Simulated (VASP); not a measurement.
Runs of VASP 6.6.1 on Y. The structure is that of space group Im-3m (No. 229), or close to it. The cells are those of the table. 

```tsv
cell	k mesh	gap on the mesh (eV)	pressure (GPa)
a = 3.572 Å, angles 109.5°, 1 atom	12 × 12 × 12	none	(a)
a = 3.617 Å, angles 109.5°, 1 atom	12 × 12 × 12	none	-2.6
a = 3.429 Å, angles 109.5°, 1 atom	12 × 12 × 12	none	3.7
a = 3.525 Å, angles 109.5°, 1 atom	18 × 18 × 18	none	0.1
a = 3.525 Å, angles 109.5°, 1 atom	12 × 12 × 12	none	0.1
a = 3.478 Å, angles 109.5°, 1 atom	12 × 12 × 12	none	(b)
a = 3.661 Å, angles 109.5°, 1 atom	12 × 12 × 12	none	-3.6
a = 3.378 Å, angles 109.5°, 1 atom	12 × 12 × 12	none	6.1
```

Alike in all rows: task single point; level r2SCAN; potentials or basis VASP PAW PBE potentials, release 64 (Y_sv); no spin polarisation; cutoff (eV) 520; smearing fermi-dirac 0.1 eV.

Q: Estimate the missing entries.

A: (a) -1.3; (b) 1.7.

Caveats: the PAW data sets were made with another functional, which shifts forces and pressure a little.

A k mesh can miss the band edges, and the runs leave out spin-orbit coupling on Y.

A gap of «none» marks levels without a gap at the run's occupations.
